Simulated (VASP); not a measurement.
# AlN in VASP: notebook, part 3 of 3

VASP 6.6.1. The steps go on from the part before.

## (6) Single point, r2SCAN (strain -0.015 along x and y, -0.030 along z)

Input file POSCAR:

```
AlN
1.0
    0.0000000000      2.1521271168      2.1193536074
    2.1521271168      0.0000000000      2.1193536074
    2.1521271168      2.1521271168      0.0000000000
Al N
1 1
Direct
    0.0000000000      0.0000000000      0.0000000000
    0.7500000000      0.7500000000      0.7500000000
```

Input file INCAR.step1:

```
ALGO = Normal
EDIFF = 1E-4
ENCUT = 520
GGA = PE
ISMEAR = 0
LASPH = T
LCHARG = F
LREAL = F
LWAVE = T
NBANDS = 11
NELM = 80
PREC = Accurate
SIGMA = 0.05
```

Input file INCAR.step2:

```
ALGO = Normal
EDIFF = 1E-7
ENCUT = 520
ISIF = 2
ISMEAR = 0
ISTART = 1
LASPH = T
LCHARG = T
LELF = T
LMIXTAU = T
LREAL = F
LVHAR = T
LWAVE = F
METAGGA = R2SCAN
NBANDS = 11
NELM = 80
PREC = Accurate
SIGMA = 0.05
```

Input file KPOINTS:

```
k-points
0
Gamma
  10 10 10
```

Potentials or basis: VASP PAW PBE potentials, release 64 (Al, N).

On the command line:

```
> cat potpaw_PBE.64/Al/POTCAR potpaw_PBE.64/N/POTCAR > POTCAR
> cp INCAR.step1 INCAR
> mpirun -np 1 vasp_std > vasp.out
> cp INCAR.step2 INCAR
> mpirun -np 1 vasp_std > vasp.out
```

OUTCAR:

```text
EDIFF = 1E-7
   ENCUT = 520
   ISIF = 2
   ISMEAR = 0
   ISTART = 1
   LASPH = T
   LREAL = F
   METAGGA = R2SCAN
   NELM = 80
   PREC = Accurate

 ion  position               nearest neighbor table
   1  0.000  0.000  0.000-   2 1.85   2 1.85   2 1.85   2 1.85
   2  0.750  0.750  0.750-   1 1.85   1 1.85   1 1.85   1 1.85

  LATTYP: Found a body centered tetragonal cell.
 ALAT       =     3.0435673565
 C/A-ratio  =     1.3926773152

  Lattice vectors:

 A1 = (   0.0000000000,  -2.1521271168,  -2.1193536074)
 A2 = (   0.0000000000,   2.1521271168,  -2.1193536074)
 A3 = (   2.1521271168,   0.0000000000,   2.1193536074)

Analysis of symmetry for initial positions (statically):
=====================================================================
 Subroutine PRICEL returns:
 Original cell was already a primitive cell.

 Routine SETGRP: Setting up the symmetry group for a
 body centered tetragonal supercell.

 Subroutine GETGRP returns: Found  8 space group operations
 (whereof  8 operations were pure point group operations)
 out of a pool of 16 trial point group operations.

The static configuration has the point symmetry D_2d.

Analysis of symmetry for dynamics (positions and initial velocities):
=====================================================================
 Subroutine PRICEL returns:
 Original cell was already a primitive cell.

 Routine SETGRP: Setting up the symmetry group for a
 body centered tetragonal supercell.

 Subroutine GETGRP returns: Found  8 space group operations
 (whereof  8 operations were pure point group operations)
 out of a pool of 16 trial point group operations.

The dynamic configuration has the point symmetry D_2d.

 Subroutine INISYM returns: Found  8 space group operations
 (whereof  8 operations are pure point group operations),
 and found     1 'primitive' translations

----------------------------------------------------------------------------------------

                                     Primitive cell

  volume of cell :      19.6322

  direct lattice vectors                    reciprocal lattice vectors
     0.000000000  2.152127117  2.119353607    -0.232328284  0.232328284  0.235920989
     2.152127117  0.000000000  2.119353607     0.232328284 -0.232328284  0.235920989
     2.152127117  2.152127117  0.000000000     0.232328284  0.232328284 -0.235920989

  length of vectors
     3.020481889  3.020481889  3.043567357     0.404489278  0.404489278  0.404489278

  position of ions in fractional coordinates (direct lattice)
     0.000000000  0.000000000  0.000000000
     0.750000000  0.750000000  0.750000000

  ion indices of the primitive-cell ions
   primitive index   ion index
                 1           1
                 2           2

----------------------------------------------------------------------------------------

 KPOINTS: k-points

Automatic generation of k-mesh.
 Grid dimensions read from file:
 generate k-points for:   10   10   10

 Generating k-lattice:

  Cartesian coordinates                     Fractional coordinates (reciprocal lattice)
    -0.023232828  0.023232828  0.023592099     0.100000000  0.000000000  0.000000000
     0.023232828 -0.023232828  0.023592099     0.000000000  0.100000000  0.000000000
     0.023232828  0.023232828 -0.023592099    -0.000000000 -0.000000000  0.100000000

  Length of vectors
     0.040448928  0.040448928  0.040448928

  Shift w.r.t. Gamma in fractional coordinates (k-lattice)
     0.000000000  0.000000000  0.000000000

 Subroutine IBZKPT returns following result:
 ===========================================

 Found    102 irreducible k-points:

 Following reciprocal coordinates:
            Coordinates               Weight
  0.000000  0.000000  0.000000      1.000000
  0.100000  0.000000  0.000000      8.000000
  0.200000  0.000000  0.000000      8.000000
  0.300000  0.000000  0.000000      8.000000
  0.400000  0.000000  0.000000      8.000000
  0.500000  0.000000  0.000000      4.000000
[... 16 lines left out ...]
  0.300000  0.300000  0.000000      2.000000
  0.400000  0.300000  0.000000      8.000000
 [... further k-points ...]
   k-points           NKPTS =    102   k-points in BZ     NKDIM =    102   number of bands    NBANDS=     11
   number of dos      NEDOS =    301   number of ions     NIONS =      2
   total plane-waves  NPLWV =  13824
   dimension x,y,z NGX =    24 NGY =   24 NGZ =   24
   dimension x,y,z NGXF=    48 NGYF=   48 NGZF=   48
   ions per type =               1   1
   NGX,Y,Z   is equivalent  to a cutoff of  13.21, 13.21, 13.11 a.u.
   NGXF,Y,Z  is equivalent  to a cutoff of  26.42, 26.42, 26.22 a.u.
 SYSTEM =  unknown system
   PREC   = accura    normal or accurate (medium, high low for compatibility)
   ISTART =      1    job   : 0-new  1-cont  2-samecut
   ICHARG =      0    charge: 1-file 2-atom 10-const
   ISPIN  =      1    spin polarized calculation?
   LNONCOLLINEAR =      F non collinear calculations
   LSORBIT =      F    spin-orbit coupling
   LASPH  =      T    aspherical Exc in radial PAW
   ENCUT  =  520.0 eV  38.22 Ry    6.18 a.u.   5.62  5.62  5.66*2*pi/ulx,y,z
   NELM   =     80;   NELMIN=  2; NELMDL=  0     # of ELM steps
   EDIFF  = 0.1E-06   stopping-criterion for ELM
   LREAL  =      F    real-space projection
   EDIFFG = 0.1E-05   stopping-criterion for IOM
   NSW    =      0    number of steps for IOM
   IBRION =     -1    ionic relax: 0-MD 1-quasi-New 2-CG
   NFREE  =      0    steps in history (QN), initial steepest desc. (CG)
   ISIF   =      2    stress and relaxation
   ISYM   =      2    0-nonsym 1-usesym 2-fastsym
   POTIM  = 0.5000    time-step for ionic-motion
   TEBEG  =    0.0;   TEEND  =   0.0 temperature during run
   PSTRESS=    0.0 pullay stress
   NELECT =       8.0000    total number of electrons
   NUPDOWN=      -1.0000    fix difference up-down
   EMIN   =  10.00;   EMAX   =-10.00  energy-range for DOS
   EFERMI =   0.00;   METHOD = LEGACY
   ISMEAR =     0;   SIGMA  =   0.05  broadening in eV -4-tet -1-fermi 0-gaus
   EFERMI_NEDOS =   21; number of points for ismear=-14 and -15
   IALGO  =     38    algorithm
   IMIX   =      4    mixing-type and parameters
     AMIX     =   0.40;   BMIX     =  1.00
     AMIX_MAG =   1.60;   BMIX_MAG =  1.00
  volume/ion in A,a.u.               =       9.82        66.24
  Fermi-wavevector in a.u.,A,eV,Ry     =   1.213710  2.293580 20.042646  1.473093
  Thomas-Fermi vector in A             =   2.349154
   LORBIT       =      0    0 simple, 1 ext, 2 COOP (PROOUT), +10 PAW based schemes
   METAGGA = R2SCAN    functional components
   LHFCALC =     F    Hartree Fock is set to
   AEXX    =    0.0000 exact exchange contribution
   IVDW    =     0    specifies the selected vdW correction
   LEPSILON=     F    determine dielectric tensor
   LRPA    =     F    only Hartree local field effects (RPA)
 non-spin polarized calculation
 Gauss-broadening in eV      SIGMA  =   0.05
  energy-cutoff  :      520.00
  volume of cell :       19.63
 maximum number of plane-waves:       538
   NGX = 11   NGY = 11   NGZ = 11

 number of electron       7.9999998 magnetization

 Free energy of the ion-electron system (eV)
  ---------------------------------------------------
  ext. energy  EPLUGINS =         0.00000000
  ---------------------------------------------------
  free energy    TOTEN  =       -19.12729248 eV

  energy without entropy =      -19.12729248  energy(sigma->0) =      -19.12729248

 E-fermi :   6.5975     XC(G=0): -11.6911

 val. band max:        6.3050047958   @ k =   0.0000   0.0000   0.0000
 cond. band min:      10.1915641767   @ k =   0.5000   0.5000   0.0000
 fundamental gap:      3.8865593809
 Fermi energy:         6.5974521852

 k-point     1 :       0.0000    0.0000    0.0000
  band No.  band energies     occupation
      1      -9.8335      2.00000
      2       6.2405      2.00000
      3       6.2405      2.00000
      4       6.3050      2.00000
      5      11.7207      0.00000
      6      20.3949      0.00000
      7      20.4142      0.00000
      8      20.4142      0.00000
      9      25.0287      0.00000
     10      25.5444      0.00000
     11      26.9411      0.00000
[... 309 lines left out ...]
 k-point    24 :       0.4000    0.3000    0.0000
  band No.  band energies     occupation
      1      -7.6424      2.00000
      2       1.9868      2.00000
      3       4.4358      2.00000
      4       4.7072      2.00000
      5      11.9825      0.00000
      6      16.9514      0.00000
      7      20.5270      0.00000
      8      22.5321      0.00000
      9      23.2053      0.00000
     10      29.3058      0.00000
     11      32.2089      0.00000

 [... further k-points ...]
[... 5 lines left out ...]
  --------------------------------------------------------------------------------------
  -------------------------------------------------------------------------------------
  Total        1.6301956      1.6301956      1.8767644      0.0000000     -0.0000000      0.0000000
  in kB      133.0396340    133.0396340    153.1620199      0.0000000     -0.0000000      0.0000000
  external PRESSURE =     139.7470960 kB  Pullay stress =       0.0000000 kB

 VOLUME and BASIS-vectors are now :
 -----------------------------------------------------------------------------
  energy-cutoff  :      520.00
  volume of cell :       19.63
      direct lattice vectors                 reciprocal lattice vectors
     0.000000000  2.152127117  2.119353607    -0.232328284  0.232328284  0.235920989
     2.152127117  0.000000000  2.119353607     0.232328284 -0.232328284  0.235920989
     2.152127117  2.152127117  0.000000000     0.232328284  0.232328284 -0.235920989

 POSITION                                       TOTAL-FORCE (eV/Angst)
 -----------------------------------------------------------------------------------
      0.00000      0.00000      0.00000         0.000000      0.000000      0.000000
      3.22819      3.22819      3.17903        -0.000000     -0.000000     -0.000000
 -----------------------------------------------------------------------------------
    total drift:                                0.000001      0.000001      0.000000

  FREE ENERGIE OF THE ION-ELECTRON SYSTEM (eV)
  ---------------------------------------------------
  free  energy   TOTEN  =       -19.1272924793 eV

  energy  without entropy=      -19.1272924793  energy(sigma->0) =      -19.12729248
```

OUTCAR.step1:

```text
EDIFF = 1E-4
   ENCUT = 520
   GGA = PE
   ISMEAR = 0
   LASPH = T
[... 557 lines left out ...]
 -----------------------------------------------------------------------------------
      0.00000      0.00000      0.00000        -0.000000     -0.000000     -0.000000
      3.22819      3.22819      3.17903         0.000000      0.000000      0.000000
 -----------------------------------------------------------------------------------
    total drift:                               -0.000000     -0.000000     -0.000000

  FREE ENERGIE OF THE ION-ELECTRON SYSTEM (eV)
  ---------------------------------------------------
  free  energy   TOTEN  =       -14.7536358902 eV

  energy  without entropy=      -14.7536358902  energy(sigma->0) =      -14.75363589
```

Run time: 36 s. Hardware: 1 thread of Intel Xeon Platinum 8559C (Emerald Rapids), shared host; peak memory 0.14 GiB.

Results:

* Free energy: -19.1273 eV
* Pressure: 14.0 GPa
* Band gap on the k mesh: 3.89 eV, indirect (least direct gap 5.42 eV)

Stress tensor (GPa, compression positive):
```
13.30  0.00  0.00
 0.00 13.30  0.00
 0.00  0.00 15.32
```

Caveat: the cell differs from its parent crystal (strain -0.015 along x and y, -0.030 along z); the PAW data sets were made with another functional, which shifts forces and pressure a little. A k mesh can miss the band edges.

## (7) The runs side by side

| cell | gap on the mesh (eV) | pressure (GPa) |
| --- | --- | --- |
| a = 3.136 Å, angles 60.0°, 2 atoms | 3.90 | -9.0 |
| a = 3.183 Å, angles 60.0°, 2 atoms | 3.86 | -16.1 |
| a = 3.020, b = 3.020, c = 2.997 Å, angles 60.3, 60.3, 59.5°, 2 atoms | 3.94 | 18.2 |
| a = 3.044, b = 3.044, c = 2.997 Å, angles 60.5, 60.5, 59.0°, 2 atoms | 3.87 | 14.0 |
| a = 3.020, b = 3.020, c = 3.044 Å, angles 59.7, 59.7, 60.5°, 2 atoms | 3.89 | 14.0 |

Alike in all rows: task single point; level r2SCAN; potentials or basis VASP PAW PBE potentials, release 64 (Al, N); no spin polarisation; k mesh 10 × 10 × 10; cutoff (eV) 520; smearing gaussian 0.05 eV.

Caveats: the PAW data sets were made with another functional, which shifts forces and pressure a little.

Total energies depend on the potentials used, so only differences within one code and one set of settings carry meaning.
